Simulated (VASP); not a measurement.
# BaTiO3 (Pm) in VASP: single point with PBE

Aim: the single point of BaTiO3 with PBE.

Everything below comes from runs of VASP 6.6.1. Logs are shortened: lines on timing, memory, paths and dates and some standing lists are left out, and cuts for length are marked.

**1. The cell of the first run**

It takes space group Pm (No. 6, monoclinic). The conventional cell has a = 4.106 Å, b = 3.972 Å, c = 12.017 Å, α = 90.00°, β = 90.51°, γ = 90.00°. Within 3.6 Å of Ba (site symmetry m) lie 12 O at 2.57 to 3.06 Å and 8 Ti at 3.34 to 3.51 Å. Within 4.2 Å of Ba (site symmetry m) lie 12 O at 2.77 to 3.06 Å and 8 Ti at 3.45 to 3.61 Å and 6 Ba at 3.81 to 4.11 Å. Within 3.7 Å of Ba (site symmetry m) lie 12 O at 2.77 to 3.06 Å and 8 Ti at 3.45 to 3.61 Å. Ti (site symmetry m) has 6 O at 1.85 to 2.27 Å within 2.4 Å. Ti (site symmetry m) has 6 O at 1.85 to 2.27 Å within 2.4 Å. Ti (site symmetry m) has 6 O at 1.85 to 2.27 Å within 2.4 Å. O (site symmetry m) has 2 Ti at 2.00 Å and 3 Ba at 2.57 to 2.89 Å and 8 O at 2.68 to 2.89 Å within 2.9 Å. O (site symmetry m) has 2 Ti at 2.00 Å and 3 Ba at 2.77 to 2.89 Å and 8 O at 2.82 to 2.89 Å within 2.9 Å.

**2. Single point, PBE (the distance across one plane changed)**

Input file INCAR:

```
SYSTEM = BaTiO3
PREC = Accurate
ENCUT = 520
EDIFF = 1E-7
ISMEAR = 0
SIGMA = 0.05
LREAL = Auto
LASPH = .True.
NELM = 100
ALGO = Normal
ISIF = 2
LWAVE = .False.
LCHARG = .False.
GGA = PE
NBANDS = 73
```

Input file KPOINTS:

```
regular mesh
0
Gamma
  7 7 3
  0 0 0
```

Input file POSCAR:

```
BaTiO3
1.0
    0.0000000000      2.8905577535     -2.9158992878
   -3.9723905816      0.0000000000      0.0000000000
    0.0000000000      8.4586174323      8.5364936636
Ba Ti O
3 3 9
Direct
    0.9890049349      0.0000000000      0.9437009728
    0.9885691236      0.0000000000      0.2603912221
    0.9887870293      0.0000000000      0.6020460974
    0.4722546499      0.5000000000      0.0951016863
    0.4724725556      0.5000000000      0.4367565617
    0.4726904612      0.5000000000      0.7784114371
    0.5127654469      1.0000000000      0.0812579584
    0.5129833525      1.0000000000      0.4229128338
    0.5132012582      1.0000000000      0.7645677092
    0.0236844491      0.5000000000      0.0832653950
    0.0239023548      0.5000000000      0.4249202704
    0.0241202604      0.5000000000      0.7665751458
    0.5069963937      0.5000000000      0.2483553032
    0.5072142993      0.5000000000      0.5900101786
    0.5074322050      0.5000000000      0.9316650539
```

Potentials or basis: VASP PAW PBE potentials, release 64 (Ba_sv, Ti_sv, O).

Run with:

```console
$ cat potpaw_PBE.64/Ba_sv/POTCAR potpaw_PBE.64/Ti_sv/POTCAR potpaw_PBE.64/O/POTCAR > POTCAR
$ mpirun -np 1 vasp_std > vasp.out
```

OUTCAR:

```text
SYSTEM = BaTiO3
   PREC = Accurate
   ENCUT = 520
   EDIFF = 1E-7
   ISMEAR = 0
   LREAL = Auto
   LASPH = .True.
   NELM = 100
   ISIF = 2
   GGA = PE

 ion  position               nearest neighbor table
   1  0.989  0.000  0.944-   7 2.57  10 2.60  10 2.60   7 2.70  15 2.81  15 2.81   9 2.89  12 2.92
                            12 2.92  15 2.92  15 2.92   9 3.06   4 3.34   4 3.34   4 3.44   4 3.44
   2  0.989  0.000  0.260-   8 2.77  11 2.81  11 2.81  13 2.81  13 2.81   8 2.89   7 2.89  13 2.92
                            13 2.92  10 2.92  10 2.92   7 3.06   4 3.45   4 3.45   5 3.51   5 3.51
   3  0.989  0.000  0.602-   9 2.77  14 2.81  14 2.81  12 2.81  12 2.81   8 2.89   9 2.89  11 2.92
                            11 2.92  14 2.92  14 2.92   8 3.06   5 3.45   5 3.45   5 3.51   5 3.51
   4  0.472  0.500  0.095-  10 1.85  13 1.85  15 1.97   7 2.00   7 2.00  10 2.27   1 3.34   1 3.34
                             1 3.44   1 3.44   2 3.45   2 3.45   2 3.51   2 3.51
   5  0.472  0.500  0.437-  11 1.85  14 1.85   8 2.00   8 2.00  13 2.27  11 2.27   3 3.45   3 3.45
                             3 3.51   3 3.51   2 3.51   2 3.51   2 3.61   2 3.61
   6  0.473  0.500  0.778-  15 1.85  12 1.85   9 2.00   9 2.00  14 2.27  12 2.27   1 3.45   1 3.45
                             1 3.51   1 3.51   3 3.51   3 3.51   3 3.61   3 3.61
   7  0.513  0.000  0.081-   4 2.00   4 2.00   1 2.57   1 2.70   2 2.89   2 3.06
   8  0.513  0.000  0.423-   5 2.00   5 2.00   2 2.77   2 2.89   3 2.89   3 3.06
   9  0.513  0.000  0.765-   6 2.00   6 2.00   3 2.77   1 2.89   3 2.89   1 3.06
  10  0.024  0.500  0.083-   4 1.85   4 2.27   1 2.60   1 2.60   2 2.92   2 2.92
  11  0.024  0.500  0.425-   5 1.85   5 2.27   2 2.81   2 2.81   3 2.92   3 2.92
  12  0.024  0.500  0.767-   6 1.85   6 2.27   3 2.81   3 2.81   1 2.92   1 2.92
  13  0.507  0.500  0.248-   4 1.85   5 2.27   2 2.81   2 2.81   2 2.92   2 2.92
  14  0.507  0.500  0.590-   5 1.85   6 2.27   3 2.81   3 2.81   3 2.92   3 2.92
  15  0.507  0.500  0.932-   6 1.85   4 1.97   1 2.81   1 2.81   1 2.92   1 2.92

  LATTYP: Found a simple monoclinic cell.
 ALAT       =     4.1058242513
 B/A-ratio  =     0.9675013684
 C/A-ratio  =     2.9269359164
 COS(beta)  =    -0.0089464647

  Lattice vectors:

 A1 = (   0.0000000000,   2.8905577535,  -2.9158992878)
 A2 = (  -3.9723905816,   0.0000000000,   0.0000000000)
 A3 = (   0.0000000000,   8.4586174323,   8.5364936636)

Analysis of symmetry for initial positions (statically):
=====================================================================
 Subroutine PRICEL returns:
 Original cell was already a primitive cell.

 Routine SETGRP: Setting up the symmetry group for a
 simple monoclinic supercell.

 Subroutine GETGRP returns: Found  2 space group operations
 (whereof  2 operations were pure point group operations)
 out of a pool of  4 trial point group operations.

The static configuration has the point symmetry C_1h.

Analysis of symmetry for dynamics (positions and initial velocities):
=====================================================================
 Subroutine PRICEL returns:
 Original cell was already a primitive cell.

 Routine SETGRP: Setting up the symmetry group for a
 simple monoclinic supercell.

 Subroutine GETGRP returns: Found  2 space group operations
 (whereof  2 operations were pure point group operations)
 out of a pool of  4 trial point group operations.

The dynamic configuration has the point symmetry C_1h.

 Subroutine INISYM returns: Found  2 space group operations
 (whereof  2 operations are pure point group operations),
 and found     1 'primitive' translations

----------------------------------------------------------------------------------------

                                     Primitive cell

  volume of cell :     195.9966

  direct lattice vectors                    reciprocal lattice vectors
     0.000000000  2.890557753 -2.915899288     0.000000000  0.173014690 -0.171436321
    -3.972390582  0.000000000  0.000000000    -0.251737582  0.000000000  0.000000000
     0.000000000  8.458617432  8.536493664     0.000000000  0.059098434  0.058584821

  length of vectors
     4.105824251  3.972390582 12.017484468     0.243566203  0.251737582  0.083215420

  position of ions in fractional coordinates (direct lattice)
     0.989004935  0.000000000  0.943700973
     0.988569124  0.000000000  0.260391222
     0.988787029  0.000000000  0.602046097
     0.472254650  0.500000000  0.095101686
     0.472472556  0.500000000  0.436756562
     0.472690461  0.500000000  0.778411437
     0.512765447  0.000000000  0.081257958
     0.512983353  0.000000000  0.422912834
     0.513201258  0.000000000  0.764567709
     0.023684449  0.500000000  0.083265395
     0.023902355  0.500000000  0.424920270
     0.024120260  0.500000000  0.766575146
     0.506996394  0.500000000  0.248355303
     0.507214299  0.500000000  0.590010179
     0.507432205  0.500000000  0.931665054

  ion indices of the primitive-cell ions
   primitive index   ion index
                 1           1
                 2           2
                 3           3
                 4           4
                 5           5
                 6           6
                 7           7
                 8           8
                 9           9
                10          10
                11          11
                12          12
                13          13
                14          14
                15          15

----------------------------------------------------------------------------------------

 KPOINTS: regular mesh

Automatic generation of k-mesh.
 Grid dimensions read from file:
 generate k-points for:    7    7    3

 Generating k-lattice:

  Cartesian coordinates                     Fractional coordinates (reciprocal lattice)
     0.000000000  0.024716384 -0.024490903     0.142857143  0.000000000 -0.000000000
    -0.035962512  0.000000000  0.000000000     0.000000000  0.142857143  0.000000000
     0.000000000  0.019699478  0.019528274     0.000000000  0.000000000  0.333333333

  Length of vectors
     0.034795172  0.035962512  0.027738473

  Shift w.r.t. Gamma in fractional coordinates (k-lattice)
     0.000000000  0.000000000  0.000000000

 Subroutine IBZKPT returns following result:
 ===========================================

 Found     44 irreducible k-points:

 Following reciprocal coordinates:
            Coordinates               Weight
  0.000000  0.000000  0.000000      1.000000
  0.142857  0.000000  0.000000      2.000000
  0.285714  0.000000 -0.000000      2.000000
  0.428571  0.000000 -0.000000      2.000000
  0.000000  0.142857  0.000000      2.000000
  0.142857  0.142857  0.000000      4.000000
[... 16 lines left out ...]
 -0.142857  0.000000  0.333333      2.000000
 -0.000000  0.142857  0.333333      4.000000
 [... further k-points ...]
   k-points           NKPTS =     44   k-points in BZ     NKDIM =     44   number of bands    NBANDS=     73
   number of dos      NEDOS =    301   number of ions     NIONS =     15
   total plane-waves  NPLWV =  86400
   dimension x,y,z NGX =    32 NGY =   30 NGZ =   90
   dimension x,y,z NGXF=    64 NGYF=   60 NGZF=  180
   ions per type =               3   3   9
   NGX,Y,Z   is equivalent  to a cutoff of  12.96, 12.56, 12.45 a.u.
   NGXF,Y,Z  is equivalent  to a cutoff of  25.91, 25.11, 24.90 a.u.
 SYSTEM =  BaTiO3
   PREC   = accura    normal or accurate (medium, high low for compatibility)
   ISTART =      0    job   : 0-new  1-cont  2-samecut
   ICHARG =      2    charge: 1-file 2-atom 10-const
   ISPIN  =      1    spin polarized calculation?
   LNONCOLLINEAR =      F non collinear calculations
   LSORBIT =      F    spin-orbit coupling
   LASPH  =      T    aspherical Exc in radial PAW
   ENCUT  =  520.0 eV  38.22 Ry    6.18 a.u.   7.63  7.39 22.34*2*pi/ulx,y,z
   NELM   =    100;   NELMIN=  2; NELMDL= -5     # of ELM steps
   EDIFF  = 0.1E-06   stopping-criterion for ELM
   LREAL  =      T    real-space projection
   EDIFFG = 0.1E-05   stopping-criterion for IOM
   NSW    =      0    number of steps for IOM
   IBRION =     -1    ionic relax: 0-MD 1-quasi-New 2-CG
   NFREE  =      0    steps in history (QN), initial steepest desc. (CG)
   ISIF   =      2    stress and relaxation
   ISYM   =      2    0-nonsym 1-usesym 2-fastsym
   POTIM  = 0.5000    time-step for ionic-motion
   TEBEG  =    0.0;   TEEND  =   0.0 temperature during run
   PSTRESS=    0.0 pullay stress
   NELECT =     120.0000    total number of electrons
   NUPDOWN=      -1.0000    fix difference up-down
   EMIN   =  10.00;   EMAX   =-10.00  energy-range for DOS
   EFERMI =   0.00;   METHOD = LEGACY
   ISMEAR =     0;   SIGMA  =   0.05  broadening in eV -4-tet -1-fermi 0-gaus
   EFERMI_NEDOS =   21; number of points for ismear=-14 and -15
   IALGO  =     38    algorithm
   IMIX   =      4    mixing-type and parameters
     AMIX     =   0.40;   BMIX     =  1.00
     AMIX_MAG =   1.60;   BMIX_MAG =  1.00
  volume/ion in A,a.u.               =      13.07        88.18
  Fermi-wavevector in a.u.,A,eV,Ry     =   1.390120  2.626947 26.292371  1.932435
  Thomas-Fermi vector in A             =   2.514086
   LORBIT       =      0    0 simple, 1 ext, 2 COOP (PROOUT), +10 PAW based schemes
   GGA     = PE    functional components
   LHFCALC =     F    Hartree Fock is set to
   AEXX    =    0.0000 exact exchange contribution
   IVDW    =     0    specifies the selected vdW correction
   LEPSILON=     F    determine dielectric tensor
   LRPA    =     F    only Hartree local field effects (RPA)
 non-spin polarized calculation
 Gauss-broadening in eV      SIGMA  =   0.05
  energy-cutoff  :      520.00
  volume of cell :      196.00
 maximum number of plane-waves:      5321
   NGX = 15   NGY = 15   NGZ = 45

 number of electron     119.9999965 magnetization

 Free energy of the ion-electron system (eV)
  ---------------------------------------------------
  ext. energy  EPLUGINS =         0.00000000
  ---------------------------------------------------
  free energy    TOTEN  =      -119.69680263 eV

  energy without entropy =     -119.69680263  energy(sigma->0) =     -119.69680263

 E-fermi :   4.0435     XC(G=0): -11.1303

 val. band max:        3.6613225042   @ k =  -0.4286   0.4286   0.3333
 cond. band min:       5.9647840526   @ k =   0.0000   0.0000   0.0000
 fundamental gap:      2.3034615484
 Fermi energy:         4.0434904061

 k-point     1 :       0.0000    0.0000    0.0000
  band No.  band energies     occupation
      1     -52.7807      2.00000
      2     -52.6467      2.00000
      3     -52.5483      2.00000
      4     -29.1007      2.00000
      5     -29.0504      2.00000
      6     -28.9655      2.00000
[... 64 lines left out ...]
     71       8.1188      0.00000
     72       8.1316      0.00000

 k-point     2 :       0.1429    0.0000    0.0000
  band No.  band energies     occupation
      1     -52.7806      2.00000
      2     -52.6466      2.00000
      3     -52.5481      2.00000
      4     -29.1003      2.00000
      5     -29.0574      2.00000
      6     -28.9652      2.00000
[... 1642 lines left out ...]
 k-point    24 :      -0.0000    0.1429    0.3333
  band No.  band energies     occupation
      1     -52.7805      2.00000
      2     -52.6465      2.00000
      3     -52.5480      2.00000
      4     -29.1003      2.00000
      5     -29.0500      2.00000
      6     -28.9757      2.00000
[... 64 lines left out ...]
     71       8.3496      0.00000
     72       8.3994      0.00000

 [... further k-points ...]

 [bands above 72 left out]

------------------------ aborting loop because EDIFF is reached ----------------------------------------

  FORCE on cell =-STRESS in cart. coord.  units (eV):
  Direction    XX          YY          ZZ          XY          YZ          ZX
  --------------------------------------------------------------------------------------
  -------------------------------------------------------------------------------------
  Total        5.6258632      7.8390977      7.9782891      0.0000000      2.4636698      0.0000000
  in kB       45.9887135     64.0808366     65.2186592      0.0000000     20.1393104      0.0000000
  external PRESSURE =      58.4294031 kB  Pullay stress =       0.0000000 kB

 VOLUME and BASIS-vectors are now :
 -----------------------------------------------------------------------------
  energy-cutoff  :      520.00
  volume of cell :      196.00
      direct lattice vectors                 reciprocal lattice vectors
     0.000000000  2.890557753 -2.915899288     0.000000000  0.173014690 -0.171436321
    -3.972390582  0.000000000  0.000000000    -0.251737582  0.000000000  0.000000000
     0.000000000  8.458617432  8.536493664     0.000000000  0.059098434  0.058584821

 POSITION                                       TOTAL-FORCE (eV/Angst)
 -----------------------------------------------------------------------------------
      0.00000     10.84118      5.17206         0.000000     -1.054100     -1.220542
      0.00000      5.06007     -0.65974         0.000000      0.220325      0.183575
      0.00000      7.95062      2.25616         0.000000     -0.016531     -0.066450
     -1.98620      2.16951     -0.56521         0.000000      0.603824      0.422433
     -1.98620      5.06007      2.35069         0.000000     -0.147966     -0.231796
     -1.98620      7.95062      5.26659         0.000000     -0.490607     -0.376476
      0.00000      2.16951     -0.80151         0.000000      0.490226      0.797178
      0.00000      5.06007      2.11438         0.000000      0.020083      0.039123
      0.00000      7.95062      5.03028         0.000000     -0.008369      0.031567
     -1.98620      0.77277      0.64173         0.000000      0.482773      0.807054
     -1.98620      3.66333      3.55763         0.000000     -0.006314      0.069101
     -1.98620      6.55389      6.47353         0.000000      0.040892     -0.048964
     -1.98620      3.56624      0.64173         0.000000      0.500926      0.403435
     -1.98620      6.45680      3.55763         0.000000      0.152579      0.160558
     -1.98620      9.34736      6.47353         0.000000     -0.787741     -0.969798
 -----------------------------------------------------------------------------------
    total drift:                               -0.000000     -0.027267      0.014626

  FREE ENERGIE OF THE ION-ELECTRON SYSTEM (eV)
  ---------------------------------------------------
  free  energy   TOTEN  =      -119.6968026298 eV

  energy  without entropy=     -119.6968026298  energy(sigma->0) =     -119.69680263
```

It took 37 min on 1 thread of Intel Xeon 8259CL, shared host; peak memory 0.5 GiB.

What came out:

| Quantity | Value |
| --- | --- |
| Free energy | -119.6968 eV |
| Pressure | 5.8 GPa |
| Largest force | 1.613 eV/Å |
| Band gap on the k mesh | 2.30 eV |

Forces on the atoms (eV/Å):
```
Ba   0.000 -1.054 -1.221
Ba   0.000  0.220  0.184
Ba   0.000 -0.017 -0.066
Ti   0.000  0.604  0.422
Ti   0.000 -0.148 -0.232
Ti   0.000 -0.491 -0.376
O    0.000  0.490  0.797
O    0.000  0.020  0.039
O    0.000 -0.008  0.032
O    0.000  0.483  0.807
O    0.000 -0.006  0.069
O    0.000  0.041 -0.049
O    0.000  0.501  0.403
O    0.000  0.153  0.161
O    0.000 -0.788 -0.970
```

Caveat: the cell differs from its parent crystal (the distance across one plane changed); the cell stands under pressure; spin-orbit coupling is left out, which moves the levels of the heavy elements; forces of over 1 eV/Å act on the atoms, so gaps and moduli don't describe the material at rest. A k mesh can miss the band edges.
